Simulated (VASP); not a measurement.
Se: single point with PBE

Crystal: Se.

```
Se
1.0
     1.49524   -0.86327    3.68668
     0.00000    1.72655    3.68668
    -1.49524   -0.86327    3.68668
Se
2
Direct
  0.25000 0.25000 0.25000
  0.75000 0.75000 0.75000
```

```yaml
Program: VASP 6.6.1
Task: single point
Functional: PBE
Potentials_or_basis: VASP PAW PBE potentials, release 64 (Se)
Cutoff: 520 eV
k_mesh: 14 × 14 × 14
Occupations: fermi-dirac, width 0.05 eV
Spin: no spin polarisation
```

| Item | Value |
| --- | --- |
| Pressure | 66.6 GPa |
| Band gap on the k mesh | zero (bands 6 and 7 overlap by 7.06 eV) |

Stress tensor (GPa, compression positive):
```
66.48  0.00  0.00
 0.00 66.48  0.00
 0.00  0.00 66.86
```

Levels at points of the mesh, in eV from the Fermi level:
| k point | band 2 | band 3 | band 4 | band 5 | band 6 | band 7 | band 8 | band 9 | band 10 | band 11 |
| --- | --- | --- | --- | --- | --- | --- | --- | --- | --- | --- |
| (0.00, 0.00, 0.00) | -10.60 | -9.16 | -0.96 | -0.96 | 3.25 | 3.25 | 5.38 | 5.79 | 7.99 | 7.99 |
| (0.50, 0.00, 0.00) | -15.26 | -6.10 | -6.10 | -2.35 | -2.35 | -1.84 | -1.84 | 5.70 | 5.70 | 18.81 |
| (0.50, 0.50, 0.00) | -12.17 | -10.84 | -9.19 | -4.52 | 1.82 | 2.85 | 3.72 | 4.86 | 8.27 | 9.71 |
| (0.50, 0.50, 0.50) | -17.76 | 0.31 | 0.31 | 0.31 | 0.31 | 1.22 | 1.22 | 7.37 | 7.37 | 11.85 |

It took 2.6 min on 1 thread of AMD EPYC 9755 128-Core Processor, on a shared host, peak memory 0.2 GiB.

Caveat: the cell stands under pressure.
